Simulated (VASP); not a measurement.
SiC, 2 atoms in the cell. The structure is cubic, space group F-43m (No. 216). Conventional cell: a = 4.358 Å, b = 4.358 Å, c = 4.358 Å, α = 90.00°, β = 90.00°, γ = 90.00°. Within 2.5 Å of Si (site symmetry -43m) lie 4 C at 1.89 Å. Within 2.5 Å of C (site symmetry -43m) lie 4 Si at 1.89 Å. 

```yaml
Program: VASP 6.6.1
Task: relaxation of cell and atoms
Functional: PBE
Potentials_or_basis: VASP PAW PBE potentials, release 64 (Si, C)
Cutoff: 600 eV
k_mesh: 8 × 8 × 8
Occupations: gaussian, width 0.01 eV
Spin: no spin polarisation
Target_pressure: 40 GPa
Dipole_correction: no
Further_INCAR_settings: ALGO = Normal; EDIFF = 1e-07; IBRION = 2; EDIFFG = -0.03; NSW = 80; ISIF = 3
```

Potentials or basis: VASP PAW PBE potentials, release 64 (Si, C).

The run is started by

```console
$ cat potpaw_PBE.64/Si/POTCAR potpaw_PBE.64/C/POTCAR > POTCAR
$ mpirun -np 1 vasp_std > vasp.out
```

Hardware: 1 thread of Intel(R) Xeon(R) 6975P-C (Granite Rapids), with other jobs on the host.

Q: How long does it take, and how much memory?

A: Wall time 15 s on 1 thread of Intel(R) Xeon(R) 6975P-C (Granite Rapids), on a shared host, peak memory 0.15 GiB. Counts: scf iterations 44, k points 29, ion steps 5.
